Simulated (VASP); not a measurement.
Crystal: BaS.

```xyz
2
Lattice="0.0000 3.1938 3.1938 3.1938 0.0000 3.1938 3.1938 3.1938 0.0000" Properties=species:S:1:pos:R:3 pbc="T T T"
Ba    0.0000    0.0000    0.0000
S     3.1938    3.1938    3.1938
```

| Item | Value |
| --- | --- |
| Program | VASP 6.6.1 |
| Task | relaxation of cell and atoms |
| Functional | PBEsol |
| Dispersion | D3(BJ) |
| Potentials or basis | VASP PAW PBE potentials, release 64 (Ba_sv, S) |
| Cutoff | 600 eV |
| k mesh | 7 × 7 × 7 |
| Occupations | fermi-dirac, width 0.05 eV |
| Spin | no spin polarisation |

At the start: pressure -2.1 GPa; volume 32.58 Å³/atom.

Task: How do energy, volume and symmetry change on relaxing?

Result: Over 3 steps the energy falls by 10.0 meV/atom and the volume is 31.10 Å³/atom (-4.5 %); space group Fm-3m (No. 225, to 0.1 Å) before and after.

The path:
```csv
step,energy change (eV),largest force (eV/Å),pressure (GPa),volume (Å³)
1,0.0000,0.0000,-2.09,65.15
2,-0.0175,0.0000,0.83,61.23
3,-0.0200,0.0000,0.00,62.21
```

Final structure:
```cif
data_structure
_symmetry_space_group_name_H-M 'P 1'
_symmetry_Int_Tables_number 1
_cell_length_a 4.4475
_cell_length_b 4.4475
_cell_length_c 4.4475
_cell_angle_alpha 60.000
_cell_angle_beta 60.000
_cell_angle_gamma 60.000
_cell_volume 62.21
loop_
_atom_site_label
_atom_site_type_symbol
_atom_site_fract_x
_atom_site_fract_y
_atom_site_fract_z
_atom_site_occupancy
Ba1 Ba 0.00000 0.00000 0.00000 1
S1 S 0.50000 0.50000 0.50000 1
```

Caveat: the PAW data sets were made with another functional, which shifts forces and pressure a little.
